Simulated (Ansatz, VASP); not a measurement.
# Ru: VASP beside Ansatz

File INCAR:

```
  PREC = Accurate
  ENCUT = 520
  EDIFF = 1E-7
  ISMEAR = 0
  SIGMA = 0.01
  LREAL = F
  LASPH = T
  NELM = 60
  ALGO = Normal
  ISIF = 2
  LWAVE = F
  LCHARG = F
  NBANDS = 21
```

The input KPOINTS:

```
regular mesh
0
Gamma
  13 13 8
```

File POSCAR:

```
Ru
1.0
    2.6775346364      0.0000000000      0.0000000000
   -1.3387673182      2.3188130146      0.0000000000
    0.0000000000      0.0000000000      4.2181251212
Ru
2
Direct
    0.3333333333      0.6666666667      0.2500000000
    0.6666666667      0.3333333333      0.7500000000
```

Input for Ansatz:

```yaml
crystal:
  lattice:
    - [2.6775346364, 0.0, 0.0]
    - [-1.3387673182, 2.3188130146, 0.0]
    - [0.0, 0.0, 4.2181251212]
  atoms:
    - { symbol: Ru, position: [0.3333333333, 0.6666666667, 0.25] }
    - { symbol: Ru, position: [0.6666666667, 0.3333333333, 0.75] }
hamiltonian:
  xc: lda
  pseudopotentials:
    kind: paw
    azcp:
      Ru: "pseudopotentials/Ru.paw.azcp"
basis:
  ecutwfc: 420
  fft_grid_basis: typed
kpoints:
  mp_grid: { grid: [13, 13, 8], shift: [0, 0, 0] }
magnetization:
  spin_polarized: false
scf:
  occupations: { method: gaussian, width: 0.01 }
  lower_state_search: "off"
output:
  stress: true
```

Alike in both runs: task single point; functional LDA; k mesh 13 × 13 × 8; occupations gaussian, width 0.01 eV; no spin polarisation.

|  | VASP | Ansatz |
| --- | --- | --- |
| version | VASP 6.6.1 | Ansatz 0.2.0 |
| potentials or method | VASP PAW LDA potentials, release 64 (Ru_pv), cutoff 520 eV | plane waves (420 eV) with PAW, scalar-relativistic |
| valence electrons in the cell | 28 | 32 |

Ansatz gave:

* pressure (GPa): -0.2
* traceless stress, the component that is largest in VASP (GPa): -0.47

What did VASP give for the same quantities?

Pressure (GPa): 0.8; traceless stress, the component that is largest in VASP (GPa): -0.40.

Ansatz warns that its potentials were made for another functional, while VASP's fit it. LDA's correlation is that of Perdew and Zunger in VASP and of Perdew and Wang (1992) in Ansatz. VASP's potentials hold 28 valence electrons a cell and Ansatz's 32, so a difference there can come from the potentials and not from the codes.
